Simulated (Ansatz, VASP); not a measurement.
## Two plane-wave programs on Te

INCAR

```
SYSTEM = Te
ALGO     = Normal         ! electronic algorithm
EDIFF    = 1E-6           ! SCF threshold, eV
ENCUT    = 520            ! plane-wave cutoff, eV
GGA      = PS             ! functional
ISIF     = 2              ! what is computed and relaxed
ISMEAR   = -1             ! smearing method
LASPH    = .True.         ! aspherical terms in the spheres
LCHARG   = .False.        ! write CHGCAR
LREAL    = .False.        ! projectors in reciprocal space
LWAVE    = .False.        ! write WAVECAR
NBANDS   = 9              ! bands
NELM     = 80             ! most SCF steps
PREC     = Accurate       ! precision mode
SIGMA    = 0.1            ! smearing width, eV
```

The input KPOINTS:

```
k-points
0
Gamma
  13 13 13
  0 0 0
```

The input POSCAR:

```
Te
1.0
    0.0000000000      2.3108922327      2.3108922327
    2.3108922327      0.0000000000      2.3108922327
    2.3108922327      2.3108922327      0.0000000000
Te
1
Direct
    0.0000000000      0.0000000000      0.0000000000
```

Input for Ansatz:

```yaml
crystal:
  lattice:
    - [0.0, 2.3108922327, 2.3108922327]
    - [2.3108922327, 0.0, 2.3108922327]
    - [2.3108922327, 2.3108922327, 0.0]
  atoms:
    - { symbol: Te, position: [0.0, 0.0, 0.0] }
hamiltonian:
  xc: pbesol
  pseudopotentials:
    kind: paw
    azcp:
      Te: "pseudopotentials/Te.paw.azcp"
basis:
  ecutwfc: 420
  fft_grid_basis: typed
kpoints:
  mp_grid: { grid: [13, 13, 13], shift: [0, 0, 0] }
magnetization:
  spin_polarized: false
scf:
  occupations: { method: fermi_dirac, width: 0.1 }
  lower_state_search: "off"
output:
  stress: true
  write_density: true
  write_potential: true
  elf: true
  volumetric_format: npy
```

Alike in both runs: task single point; functional PBEsol; k mesh 13 × 13 × 13; occupations fermi-dirac, width 0.1 eV; no spin polarisation.

```csv
,VASP,Ansatz
version,VASP 6.6.1,Ansatz 0.2.0
potentials or method,"VASP PAW PBE potentials, release 64 (Te), cutoff 520 eV","plane waves (420 eV) with PAW, scalar-relativistic"
valence electrons in the cell,6,16
```

|  | VASP | Ansatz | Ansatz less VASP |
| --- | --- | --- | --- |
| pressure (GPa) | 6.2 | 6.2 | -0.02 |

VASP's potentials were made for PBE, not for PBEsol, and Ansatz warns of the same on its side. VASP's potentials hold 6 valence electrons a cell and Ansatz's 16, so a difference there can come from the potentials and not from the codes.

Spin-orbit coupling is off throughout.
